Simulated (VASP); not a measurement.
Wanted: the native input for a VASP 6.6.1 run.

| Quantity | Value |
| --- | --- |
| Task | relaxation of cell and atoms |
| Functional | LDA |
| Potentials or basis | VASP PAW LDA potentials, release 64 (Cu) |
| Cutoff | 600 eV |
| k mesh | 11 × 11 × 3 |
| Occupations | methfessel-paxton, width 0.1 eV |
| Spin | no spin polarisation |
| Dipole correction | no |
| Further INCAR settings | ALGO = Normal; EDIFF = 1e-06; IBRION = 2; EDIFFG = -0.01; NSW = 80; ISIF = 3 |

The structure of Cu lies in POSCAR:

```
Cu
1.0
    2.5307640300      0.0000000000      0.0000000000
   -1.2653820150      2.1917059410      0.0000000000
    0.0000000000      0.0000000000      8.2618150800
Cu
4
Direct
    0.0000000000      0.0000000000      0.0000000000
    0.0000000000      0.0000000000      0.5000000000
    0.3333333333      0.6666666667      0.2500000000
    0.6666666667      0.3333333333      0.7500000000
```

One way to write it, as run:

INCAR

```
PREC = Accurate
ENCUT = 600
EDIFF = 1E-6
ISMEAR = 1
SIGMA = 0.1
LREAL = False
LASPH = True
NELM = 60
ALGO = Normal
ISIF = 3
LWAVE = False
LCHARG = False
IBRION = 2
NSW = 80
EDIFFG = -0.01
```

KPOINTS

```
Automatic mesh
0
Gamma
  11 11 3
```

Potentials or basis: VASP PAW LDA potentials, release 64 (Cu).

Run with:

```console
$ cat potpaw_LDA.64/Cu/POTCAR > POTCAR
$ mpirun -np 1 vasp_std > vasp.out
```

It gave:

The relaxed volume is 10.93 Å³/atom, the relaxed cell is a = 2.486 Å, b = 2.486 Å, c = 8.169 Å, α = 90.00°, β = 90.00°, γ = 120.00° and the space group after relaxing (to 0.05 Å) is P6_3/mmc (No. 194). The energy gained by relaxing is 14.0 meV/atom. The ionic steps are 6, the pressure after relaxing is -0.1 GPa and the band gap on the k mesh is zero (band 22 reaches 11.18 eV, above the bottom of band 23 at 6.49 eV).

Wall time 2.2 min on 1 thread of AMD EPYC 7R13 Processor (Zen 3), with other jobs on the host, peak memory 0.14 GiB.
